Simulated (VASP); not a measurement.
Runs of VASP 6.6.1 on Li2O. The structure is that of space group Fm-3m (No. 225), or close to it. The cells are those of the table. 

```csv
cell,gap on the mesh (eV),pressure (GPa)
"a = 3.214 Å, angles 60.0, 60.0, 90.0°, 3 atoms",4.91,(b)
"a = 3.160 Å, angles 60.0, 60.0, 90.0°, 3 atoms",5.00,7.3
"a = 3.238 Å, angles 60.0, 60.0, 90.0°, 3 atoms",4.87,0.1
"a = 3.133 Å, angles 60.0, 60.0, 90.0°, 3 atoms",5.04,(c)
"a = 3.191 Å, angles 60.0, 60.0, 90.0°, 3 atoms",4.95,4.2
"a = 3.266 Å, angles 60.0, 60.0, 90.0°, 3 atoms",(a),-1.9
"a = 3.093 Å, angles 60.0, 60.0, 90.0°, 3 atoms",5.11,15.5
```

Alike in all rows: task single point; level PBEsol; potentials or basis VASP PAW PBE potentials, release 64 (Li_sv, O); no spin polarisation; k mesh 8 × 8 × 8; cutoff (eV) 750; smearing gaussian 0.01 eV.

Problem. Fill in the values left out.

Solution. (a) 4.83; (b) 2.2; (c) 10.4.

Caveats: the PAW data sets were made with another functional, which shifts forces and pressure a little; the cell stands under pressure (at least some runs).

A k mesh can miss the band edges.
